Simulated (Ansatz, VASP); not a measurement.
## One calculation of CaMg, two programs

The input INCAR:

```
SYSTEM = CaMg
  ALGO = Fast
  EDIFF = 1E-6
  ENCUT = 520
  ISIF = 2
  ISMEAR = 0
  LASPH = .TRUE.
  LCHARG = .TRUE.
  LELF = .TRUE.
  LREAL = .FALSE.
  LVHAR = .TRUE.
  LWAVE = .FALSE.
  NBANDS = 13
  NELM = 80
  PREC = Accurate
  SIGMA = 0.15
```

Contents of KPOINTS:

```
k-points
0
G
  12 12 12
  0 0 0
```

File POSCAR:

```
CaMg
1.0
    4.1148681750      0.0000000000      0.0000000000
    0.0000000000      3.8174078250      0.0000000000
    0.0000000000      0.0000000000      3.9661380000
Ca Mg
1 1
Direct
    0.0000000000      0.0000000000      0.0000000000
    0.5000000000      0.5000000000      0.5000000000
```

Input for Ansatz:

```yaml
crystal:
  lattice:
    - [4.114868175, 0.0, 0.0]
    - [0.0, 3.817407825, 0.0]
    - [0.0, 0.0, 3.966138]
  atoms:
    - { symbol: Ca, position: [0.0, 0.0, 0.0] }
    - { symbol: Mg, position: [0.5, 0.5, 0.5] }
basis:
  ecutwfc: 420
kpoints:
  mp_grid: { grid: [12, 12, 12] }
hamiltonian:
  xc: lda
scf:
  occupations: { method: gaussian, width: 0.15 }
output:
  forces: true
  stress: true
  eigenvalues: true
```

Change from the starting cell: strain +0.0375 x Voigt [1, -1, 0, 0, 0, 0], atoms carried along.

Alike in both runs: task single point; functional LDA; k mesh 12 × 12 × 12; occupations gaussian, width 0.15 eV; no spin polarisation.

```csv
,VASP,Ansatz
version,VASP 6.6.1,Ansatz 0.2.0
potentials or method,"VASP PAW LDA potentials, release 64 (Ca_sv, Mg), cutoff 520 eV","scalar-relativistic, plane waves, PAW"
valence electrons in the cell,12,20
```

|  | VASP | Ansatz | Ansatz less VASP |
| --- | --- | --- | --- |
| gap on the k mesh at the Fermi level (eV) | none | none | - |
| pressure (GPa) | -2.1 | -2.0 | +0.15 |
| traceless stress, the component that is largest in VASP (GPa) | 0.44 | 0.43 | -0.008 |

LDA's correlation is that of Perdew and Zunger in VASP and of Perdew and Wang (1992) in Ansatz. A gap of «none» marks a metal or a gap that the smearing closes. VASP's potentials hold 12 valence electrons a cell and Ansatz's 20, so a difference there can come from the potentials and not from the codes.
